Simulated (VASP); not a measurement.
Runs of VASP 6.6.1 on MoH5. The structure is that of space group P6/mmm (No. 191), or close to it. The cells are those of the table. 

```csv
task,cell,k mesh,cutoff (eV),gap on the mesh (eV),pressure (GPa),relaxed volume (Å³/atom),largest force (eV/Å)
relaxation of cell and atoms,"relaxed from a = 3.423, b = 3.423, c = 5.733 Å, angles 90.0, 90.0, 120.0°, 6 atoms",6 × 6 × 4,600,-,0.0,(a),0.01
single point,"a = 2.616, b = 2.616, c = 6.423 Å, angles 90.0, 90.0, 120.0°, 6 atoms",18 × 18 × 6,520,none,0.0,-,-
single point,"a = 2.587, b = 2.587, c = 6.588 Å, angles 90.0, 90.0, 120.0°, 6 atoms",6 × 6 × 4,520,none,(b),-,0.01
relaxation of cell and atoms,"relaxed from a = 2.587, b = 2.587, c = 6.588 Å, angles 90.0, 90.0, 120.0°, 6 atoms",18 × 18 × 6,600,-,0.0,6.34,0.01
single point,"a = 3.423, b = 3.423, c = 5.733 Å, angles 90.0, 90.0, 120.0°, 6 atoms",6 × 6 × 4,520,none,-16.3,-,1.05
```

Alike in all rows: level PBE; potentials or basis VASP PAW PBE potentials, release 64 (H, Mo_sv); no spin polarisation; smearing gaussian 0.1 eV.

Task: Fill in the values left out.

Result: (a) 6.36; (b) 0.1.

Caveats: some runs use coarse meshes; the bands computed are all filled at some k points, so no gap is given (some runs); the volume moved by over 15 % at a fixed basis, so the end points are rough (some runs); forces of over 1 eV/Å act on the atoms, so gaps and moduli don't describe the material at rest (some runs).

A k mesh can miss the band edges, and the runs leave out spin-orbit coupling on Mo.

A gap of «none» marks levels without a gap at the run's occupations.
